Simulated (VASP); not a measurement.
# HfZr3S8 (P-3m1) in VASP: further runs

HfZr3S8 is run at these levels: PBE; tasks: single point.

All numbers are computed with VASP 6.6.1; they aren't measurements. Logs are shortened: lines on timing, memory, paths and dates and some standing lists are left out, and cuts for length are marked.

## Step 1: The cell of the first run

The structure is trigonal, space group P-3m1 (No. 164). The conventional cell has a = 3.676 Å, b = 3.676 Å, c = 27.141 Å, α = 90.00°, β = 90.00°, γ = 120.00°. Zr (site symmetry -3m) has 6 S at 2.57 Å within 3.4 Å. Zr (site symmetry 3m) has 6 S at 2.57 Å within 3.4 Å. Hf (site symmetry -3m) has 6 S at 2.56 Å within 3.4 Å. Within 3.4 Å of S (site symmetry 3m) lie 3 Zr at 2.57 Å. S (site symmetry 3m) has 3 Hf at 2.56 Å within 3.4 Å. Within 3.4 Å of S (site symmetry 3m) lie 3 Zr at 2.57 Å. Within 3.4 Å of S (site symmetry 3m) lie 3 Zr at 2.57 Å.

## Step 2: Single point, PBE

INCAR

```
SYSTEM = HfZr3S8
  PREC = Accurate
  ENCUT = 500
  EDIFF = 1E-6
  ISMEAR = 0
  SIGMA = 0.1
  LREAL = .False.
  LASPH = .True.
  NELM = 120
  ALGO = Normal
  ISIF = 2
  LWAVE = .False.
  LCHARG = .False.
  GGA = PE
  NBANDS = 59
  GGA_COMPAT = .False.
```

KPOINTS

```
regular mesh
0
Gamma
  6 6 1
  0 0 0
```

POSCAR

```
HfZr3S8
1.0
    3.6763384222      0.0000000000      0.0000000000
   -1.8381692111      3.1838024665      0.0000000000
    0.0000000000      0.0000000000     27.1413396585
Zr Hf S
3 1 8
Direct
    0.0000000000      0.0000000000      0.0000000000
    1.0000000000      1.0000000000      0.2491991678
    0.0000000000      0.0000000000      0.7508008322
    0.0000000000      0.0000000000      0.5000000000
    0.6666666667      0.3333333333      0.1956677651
    0.6666666667      0.3333333333      0.4471063801
    0.6666666667      0.3333333333      0.6972697862
    0.6666666667      0.3333333333      0.9464687197
    0.3333333333      0.6666666667      0.0535312803
    0.3333333333      0.6666666667      0.3027302138
    0.3333333333      0.6666666667      0.5528936199
    0.3333333333      0.6666666667      0.8043322349
```

Potentials or basis: VASP PAW PBE potentials, release 64 (Zr_sv, Hf_pv, S).

Started as:

```sh
$ cat potpaw_PBE.64/Zr_sv/POTCAR potpaw_PBE.64/Hf_pv/POTCAR potpaw_PBE.64/S/POTCAR > POTCAR
$ mpirun -np 1 vasp_std > vasp.out
```

OUTCAR:

```text
SYSTEM = HfZr3S8
   PREC = Accurate
   ENCUT = 500
   EDIFF = 1E-6
   ISMEAR = 0
   LREAL = .False.
   LASPH = .True.
   NELM = 120
   ISIF = 2
   GGA = PE

 ion  position               nearest neighbor table
   1  0.000  0.000  0.000-   8 2.57   9 2.57   9 2.57   8 2.57   8 2.57   9 2.57
   2  0.000  0.000  0.249-  10 2.57  10 2.57  10 2.57   5 2.57   5 2.57   5 2.57
   3  0.000  0.000  0.751-   7 2.57   7 2.57   7 2.57  12 2.57  12 2.57  12 2.57
   4  0.000  0.000  0.500-   6 2.56  11 2.56  11 2.56   6 2.56   6 2.56  11 2.56
   5  0.667  0.333  0.196-   2 2.57   2 2.57   2 2.57
   6  0.667  0.333  0.447-   4 2.56   4 2.56   4 2.56
   7  0.667  0.333  0.697-   3 2.57   3 2.57   3 2.57
   8  0.667  0.333  0.946-   1 2.57   1 2.57   1 2.57
   9  0.333  0.667  0.054-   1 2.57   1 2.57   1 2.57
  10  0.333  0.667  0.303-   2 2.57   2 2.57   2 2.57
  11  0.333  0.667  0.553-   4 2.56   4 2.56   4 2.56
  12  0.333  0.667  0.804-   3 2.57   3 2.57   3 2.57

  LATTYP: Found a hexagonal cell.
 ALAT       =     3.6763384222
 C/A-ratio  =     7.3827097893

  Lattice vectors:

 A1 = (   3.6763384222,   0.0000000000,   0.0000000000)
 A2 = (  -1.8381692111,   3.1838024665,   0.0000000000)
 A3 = (   0.0000000000,   0.0000000000,  27.1413396585)

Analysis of symmetry for initial positions (statically):
=====================================================================
 Subroutine PRICEL returns:
 Original cell was already a primitive cell.

 Routine SETGRP: Setting up the symmetry group for a
 hexagonal supercell.

 Subroutine GETGRP returns: Found 12 space group operations
 (whereof 12 operations were pure point group operations)
 out of a pool of 24 trial point group operations.

The static configuration has the point symmetry D_3d.

Analysis of symmetry for dynamics (positions and initial velocities):
=====================================================================
 Subroutine PRICEL returns:
 Original cell was already a primitive cell.

 Routine SETGRP: Setting up the symmetry group for a
 hexagonal supercell.

 Subroutine GETGRP returns: Found 12 space group operations
 (whereof 12 operations were pure point group operations)
 out of a pool of 24 trial point group operations.

The dynamic configuration has the point symmetry D_3d.

 Subroutine INISYM returns: Found 12 space group operations
 (whereof 12 operations are pure point group operations),
 and found     1 'primitive' translations

----------------------------------------------------------------------------------------

                                     Primitive cell

  volume of cell :     317.6822

  direct lattice vectors                    reciprocal lattice vectors
     3.676338422  0.000000000  0.000000000     0.272009779  0.157044919  0.000000000
    -1.838169211  3.183802466  0.000000000     0.000000000  0.314089838  0.000000000
     0.000000000  0.000000000 27.141339659     0.000000000  0.000000000  0.036844165

  length of vectors
     3.676338422  3.676338422 27.141339659     0.314089838  0.314089838  0.036844165

  position of ions in fractional coordinates (direct lattice)
     0.000000000  0.000000000  0.000000000
     0.000000000  0.000000000  0.249199168
     0.000000000  0.000000000  0.750800832
     0.000000000  0.000000000  0.500000000
     0.666666667  0.333333333  0.195667765
     0.666666667  0.333333333  0.447106380
     0.666666667  0.333333333  0.697269786
     0.666666667  0.333333333  0.946468720
     0.333333333  0.666666667  0.053531280
     0.333333333  0.666666667  0.302730214
     0.333333333  0.666666667  0.552893620
     0.333333333  0.666666667  0.804332235

  ion indices of the primitive-cell ions
   primitive index   ion index
                 1           1
                 2           2
                 3           3
                 4           4
                 5           5
                 6           6
                 7           7
                 8           8
                 9           9
                10          10
                11          11
                12          12

----------------------------------------------------------------------------------------

 KPOINTS: regular mesh

Automatic generation of k-mesh.
 Grid dimensions read from file:
 generate k-points for:    6    6    1

 Generating k-lattice:

  Cartesian coordinates                     Fractional coordinates (reciprocal lattice)
     0.045334963  0.026174153  0.000000000     0.166666667  0.000000000  0.000000000
     0.000000000  0.052348306  0.000000000     0.000000000  0.166666667  0.000000000
     0.000000000  0.000000000  0.036844165     0.000000000  0.000000000  1.000000000

  Length of vectors
     0.052348306  0.052348306  0.036844165

  Shift w.r.t. Gamma in fractional coordinates (k-lattice)
     0.000000000  0.000000000  0.000000000

 Subroutine IBZKPT returns following result:
 ===========================================

 Found      7 irreducible k-points:

 Following reciprocal coordinates:
            Coordinates               Weight
  0.000000  0.000000  0.000000      1.000000
  0.166667 -0.000000  0.000000      6.000000
  0.333333  0.000000  0.000000      6.000000
  0.500000 -0.000000  0.000000      3.000000
  0.166667  0.166667  0.000000      6.000000
  0.333333  0.166667  0.000000     12.000000
  0.333333  0.333333  0.000000      2.000000
   k-points           NKPTS =      7   k-points in BZ     NKDIM =      7   number of bands    NBANDS=     59
   number of dos      NEDOS =    301   number of ions     NIONS =     12
   total plane-waves  NPLWV = 156800
   dimension x,y,z NGX =    28 NGY =   28 NGZ =  200
   dimension x,y,z NGXF=    56 NGYF=   56 NGZF=  400
   ions per type =               3   1   8
   NGX,Y,Z   is equivalent  to a cutoff of  12.66, 12.66, 12.25 a.u.
   NGXF,Y,Z  is equivalent  to a cutoff of  25.32, 25.32, 24.50 a.u.
 SYSTEM =  HfZr3S8
   PREC   = accura    normal or accurate (medium, high low for compatibility)
   ISTART =      0    job   : 0-new  1-cont  2-samecut
   ICHARG =      2    charge: 1-file 2-atom 10-const
   ISPIN  =      1    spin polarized calculation?
   LNONCOLLINEAR =      F non collinear calculations
   LSORBIT =      F    spin-orbit coupling
   LASPH  =      T    aspherical Exc in radial PAW
   ENCUT  =  500.0 eV  36.75 Ry    6.06 a.u.   6.70  6.70 49.48*2*pi/ulx,y,z
   NELM   =    120;   NELMIN=  2; NELMDL= -5     # of ELM steps
   EDIFF  = 0.1E-05   stopping-criterion for ELM
   LREAL  =      F    real-space projection
   EDIFFG = 0.1E-04   stopping-criterion for IOM
   NSW    =      0    number of steps for IOM
   IBRION =     -1    ionic relax: 0-MD 1-quasi-New 2-CG
   NFREE  =      0    steps in history (QN), initial steepest desc. (CG)
   ISIF   =      2    stress and relaxation
   ISYM   =      2    0-nonsym 1-usesym 2-fastsym
   POTIM  = 0.5000    time-step for ionic-motion
   TEBEG  =    0.0;   TEEND  =   0.0 temperature during run
   PSTRESS=    0.0 pullay stress
   NELECT =      94.0000    total number of electrons
   NUPDOWN=      -1.0000    fix difference up-down
   EMIN   =  10.00;   EMAX   =-10.00  energy-range for DOS
   EFERMI =   0.00;   METHOD = LEGACY
   ISMEAR =     0;   SIGMA  =   0.10  broadening in eV -4-tet -1-fermi 0-gaus
   EFERMI_NEDOS =   21; number of points for ismear=-14 and -15
   IALGO  =     38    algorithm
   IMIX   =      4    mixing-type and parameters
     AMIX     =   0.40;   BMIX     =  1.00
     AMIX_MAG =   1.60;   BMIX_MAG =  1.00
  volume/ion in A,a.u.               =      26.47       178.65
  Fermi-wavevector in a.u.,A,eV,Ry     =   1.090904  2.061509 16.191903  1.190071
  Thomas-Fermi vector in A             =   2.227138
   LORBIT       =      0    0 simple, 1 ext, 2 COOP (PROOUT), +10 PAW based schemes
   GGA     = PE    functional components
   LHFCALC =     F    Hartree Fock is set to
   AEXX    =    0.0000 exact exchange contribution
   IVDW    =     0    specifies the selected vdW correction
   LEPSILON=     F    determine dielectric tensor
   LRPA    =     F    only Hartree local field effects (RPA)
 non-spin polarized calculation
 Gauss-broadening in eV      SIGMA  =   0.10
  energy-cutoff  :      500.00
  volume of cell :      317.68
 maximum number of plane-waves:      8115
 NGX is ok and might be reduce to    28
   NGX = 13   NGY = 13   NGZ = 99

 number of electron      94.0000001 magnetization

 Free energy of the ion-electron system (eV)
  ---------------------------------------------------
  ext. energy  EPLUGINS =         0.00000000
  ---------------------------------------------------
  free energy    TOTEN  =       -87.21678565 eV

  energy without entropy =      -87.21678565  energy(sigma->0) =      -87.21678565

 E-fermi :   3.1344     XC(G=0):  -8.6361

 val. band max:        2.6323698492   @ k =   0.0000   0.0000   0.0000
 cond. band min:       3.7456361305   @ k =   0.5000  -0.0000   0.0000
 fundamental gap:      1.1132662813
 Fermi energy:         3.1343624110

 k-point     1 :       0.0000    0.0000    0.0000
  band No.  band energies     occupation
      1     -46.2714      2.00000
      2     -46.2714      2.00000
      3     -46.2710      2.00000
      4     -28.0986      2.00000
      5     -27.9885      2.00000
      6     -27.9885      2.00000
[... 51 lines left out ...]
     58       5.3286      0.00000
     59       5.5006      0.00000

 k-point     2 :       0.1667   -0.0000    0.0000
  band No.  band energies     occupation
      1     -46.2668      2.00000
      2     -46.2668      2.00000
      3     -46.2664      2.00000
      4     -28.0907      2.00000
      5     -28.0304      2.00000
      6     -27.9980      2.00000
[... 299 lines left out ...]
     58       6.1464      0.00000
     59       6.6104      0.00000

 k-point     7 :       0.3333    0.3333    0.0000
  band No.  band energies     occupation
      1     -46.2509      2.00000
      2     -46.2509      2.00000
      3     -46.2504      2.00000
      4     -28.1029      2.00000
      5     -28.1029      2.00000
      6     -28.0628      2.00000
[... 51 lines left out ...]
     58       6.2437      0.00000
     59       6.2437      0.00000

------------------------ aborting loop because EDIFF is reached ----------------------------------------

  FORCE on cell =-STRESS in cart. coord.  units (eV):
  Direction    XX          YY          ZZ          XY          YZ          ZX
  --------------------------------------------------------------------------------------
  -------------------------------------------------------------------------------------
  Total       -0.1220226     -0.1220226     -0.3535335      0.0000000     -0.0000000      0.0000000
  in kB       -0.6154006     -0.6154006     -1.7829874      0.0000000     -0.0000000      0.0000000
  external PRESSURE =      -1.0045962 kB  Pullay stress =       0.0000000 kB

 VOLUME and BASIS-vectors are now :
 -----------------------------------------------------------------------------
  energy-cutoff  :      500.00
  volume of cell :      317.68
      direct lattice vectors                 reciprocal lattice vectors
     3.676338422  0.000000000  0.000000000     0.272009779  0.157044919  0.000000000
    -1.838169211  3.183802466  0.000000000     0.000000000  0.314089838  0.000000000
     0.000000000  0.000000000 27.141339659     0.000000000  0.000000000  0.036844165

 POSITION                                       TOTAL-FORCE (eV/Angst)
 -----------------------------------------------------------------------------------
      0.00000      0.00000      0.00000         0.000000      0.000000      0.000000
      0.00000      0.00000      6.76360         0.000000      0.000000      0.000141
      0.00000      0.00000     20.37774         0.000000      0.000000     -0.000141
      0.00000      0.00000     13.57067         0.000000      0.000000      0.000000
      1.83817      1.06127      5.31069         0.000000      0.000000      0.005463
      1.83817      1.06127     12.13507        -0.000000      0.000000      0.076011
      1.83817      1.06127     18.92484         0.000000      0.000000      0.005325
      1.83817      1.06127     25.68843        -0.000000      0.000000      0.005199
     -0.00000      2.12253      1.45291        -0.000000     -0.000000     -0.005199
     -0.00000      2.12253      8.21650         0.000000     -0.000000     -0.005325
     -0.00000      2.12253     15.00627         0.000000     -0.000000     -0.076011
     -0.00000      2.12253     21.83065        -0.000000     -0.000000     -0.005463
 -----------------------------------------------------------------------------------
    total drift:                                0.000000     -0.000000      0.000000

  FREE ENERGIE OF THE ION-ELECTRON SYSTEM (eV)
  ---------------------------------------------------
  free  energy   TOTEN  =       -87.2167856456 eV

  energy  without entropy=      -87.2167856456  energy(sigma->0) =      -87.21678565
```

Run time: 4.5 min. Hardware: 1 thread of Oxide Virtual Turin-like, shared host; peak memory 0.42 GiB.

What came out:

```
Free energy            : -87.2168 eV
Pressure               : -0.1 GPa
Largest force          : 0.076 eV/Å
Band gap on the k mesh : 1.11 eV (least direct gap 1.68 eV)
```

Forces on the atoms (eV/Å):
```
Zr   0.000  0.000  0.000
Zr   0.000  0.000  0.000
Zr   0.000  0.000  0.000
Hf   0.000  0.000  0.000
S    0.000  0.000  0.005
S    0.000  0.000  0.076
S    0.000  0.000  0.005
S    0.000  0.000  0.005
S    0.000  0.000 -0.005
S    0.000  0.000 -0.005
S    0.000  0.000 -0.076
S    0.000  0.000 -0.005
```

Levels at points of the mesh, in eV from the valence-band top:
| k point | band 44 | band 45 | band 46 | band 47 | band 48 | band 49 | band 50 | band 51 |
| --- | --- | --- | --- | --- | --- | --- | --- | --- |
| (0.00, 0.00, 0.00) | -0.01 | -0.01 | 0.00 | 0.00 | 1.68 | 1.68 | 1.68 | 1.68 |
| (0.50, 0.00, 0.00) | -1.00 | -0.95 | -0.93 | -0.91 | 1.11 | 1.16 | 1.19 | 1.36 |

Caveat: spin-orbit coupling is left out, which moves the levels of the heavy elements; this functional lacks dispersion, which binds layers or chains, so the pressure and a relaxed spacing across them are unreliable. A k mesh can miss the band edges.

## Step 3: Single point, PBE

INCAR

```
PREC = Accurate
ENCUT = 500
EDIFF = 1E-6
ISMEAR = 0
SIGMA = 0.01
LREAL = F
LASPH = T
NELM = 120
ALGO = Normal
ISIF = 2
LWAVE = F
LCHARG = F
GGA = PE
NBANDS = 59
GGA_COMPAT = F
```

KPOINTS

```
Automatic mesh
0
Gamma
  12 12 1
```

POSCAR

```
HfZr3S8
1.0
    3.6766971702      0.0000000000      0.0000000000
   -1.8383485851      3.1841131514      0.0000000000
    0.0000000000      0.0000000000     27.1730359618
Zr Hf S
3 1 8
Direct
    0.0000000000      0.0000000000      0.0000000000
    0.0000000000      0.0000000000      0.2493359709
    0.0000000000      0.0000000000      0.7506640291
    0.0000000000      0.0000000000      0.5000000000
    0.6666666667      0.3333333333      0.1958877705
    0.6666666667      0.3333333333      0.4471854497
    0.6666666667      0.3333333333      0.6972159824
    0.6666666667      0.3333333333      0.9465517138
    0.3333333333      0.6666666667      0.0534482862
    0.3333333333      0.6666666667      0.3027840176
    0.3333333333      0.6666666667      0.5528145503
    0.3333333333      0.6666666667      0.8041122295
```

Potentials or basis: VASP PAW PBE potentials, release 64 (Zr_sv, Hf_pv, S).

Started as:

```sh
$ cat potpaw_PBE.64/Zr_sv/POTCAR potpaw_PBE.64/Hf_pv/POTCAR potpaw_PBE.64/S/POTCAR > POTCAR
$ mpirun -np 1 vasp_std > vasp.out
```

It took 12 min on 1 thread of Oxide Virtual Turin-like, shared host; peak memory 0.54 GiB.

Results (log left out):

| Property | Result |
| --- | --- |
| Free energy | -87.2541 eV |
| Pressure | -0.1 GPa |
| Largest force | 0.064 eV/Å |
| Band gap on the k mesh | 1.12 eV (least direct gap 1.69 eV) |

Forces on the atoms (eV/Å):
```
Zr   0.000  0.000  0.000
Zr   0.000  0.000  0.000
Zr   0.000  0.000  0.000
Hf   0.000  0.000  0.000
S    0.000  0.000 -0.008
S    0.000  0.000  0.064
S    0.000  0.000 -0.008
S    0.000  0.000 -0.008
S    0.000  0.000  0.008
S    0.000  0.000  0.008
S    0.000  0.000 -0.064
S    0.000  0.000  0.008
```

Levels at points of the mesh, in eV from the valence-band top:
```
           k point  band 45  band 46  band 47  band 48  band 49  band 50
(0.00, 0.00, 0.00)    -0.01     0.00     0.00     1.69     1.69     1.69
(0.50, 0.00, 0.00)    -0.95    -0.93    -0.91     1.12     1.17     1.20
```

Caveat: spin-orbit coupling is left out, which moves the levels of the heavy elements; this functional lacks dispersion, which binds layers or chains, so the pressure and a relaxed spacing across them are unreliable. A k mesh can miss the band edges.
